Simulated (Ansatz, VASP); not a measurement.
**SiAu3: VASP beside Ansatz**

File INCAR:

```
PREC = Accurate ; ENCUT = 520
EDIFF = 1E-6 ; ISMEAR = -1
SIGMA = 0.1 ; LREAL = False
LASPH = True ; NELM = 60
ALGO = Normal ; ISIF = 2
LWAVE = False ; LCHARG = False
GGA = PE ; NBANDS = 26
```

KPOINTS

```
Automatic mesh
0
Gamma
  6 6 6
```

File POSCAR:

```
SiAu3
1.0
    0.0000000000      3.2413267455      3.2413267455
    3.2413267455      0.0000000000      3.2413267455
    3.2413267455      3.2413267455      0.0000000000
Si Au
1 3
Direct
    0.0000000000      0.0000000000      0.0000000000
    0.2500000000      0.2500000000      0.2500000000
    0.7500000000      0.7500000000      0.7500000000
    0.5000000000      0.5000000000      0.5000000000
```

Input for Ansatz:

```yaml
crystal:
  lattice:
    - [0.0, 3.2413267455352615, 3.2413267455352615]
    - [3.2413267455352615, 0.0, 3.2413267455352615]
    - [3.2413267455352615, 3.2413267455352615, 0.0]
  atoms:
    - { symbol: Si, position: [0.0, 0.0, 0.0] }
    - { symbol: Au, position: [0.25, 0.25, 0.25] }
    - { symbol: Au, position: [0.75, 0.75, 0.75] }
    - { symbol: Au, position: [0.5, 0.5, 0.5] }
basis:
  ecutwfc: 550.0
kpoints:
  mp_grid:
    grid: [6, 6, 6]
hamiltonian:
  xc: pbe
scf:
  max_iter: 80
  occupations:
    method: fermi_dirac
    width: 0.1
output:
  stress: true
```

Alike in both runs: task single point; functional PBE; k mesh 6 × 6 × 6; occupations fermi-dirac, width 0.1 eV; no spin polarisation.

```csv
,VASP,Ansatz
version,VASP 6.6.1,Ansatz 0.2.0
potentials or method,"VASP PAW PBE potentials, release 64 (Si, Au), cutoff 520 eV","plane waves, PAW"
valence electrons in the cell,37,61
```

Ansatz gave:

* pressure (GPa): 4.6

Estimate VASP's values.

pressure (GPa): 4.4.

With one functional, cell and mesh, what is left measures potentials, basis and numerics. VASP's potentials hold 37 valence electrons a cell and Ansatz's 61, so a difference there can come from the potentials and not from the codes.

Spin-orbit coupling is off throughout.
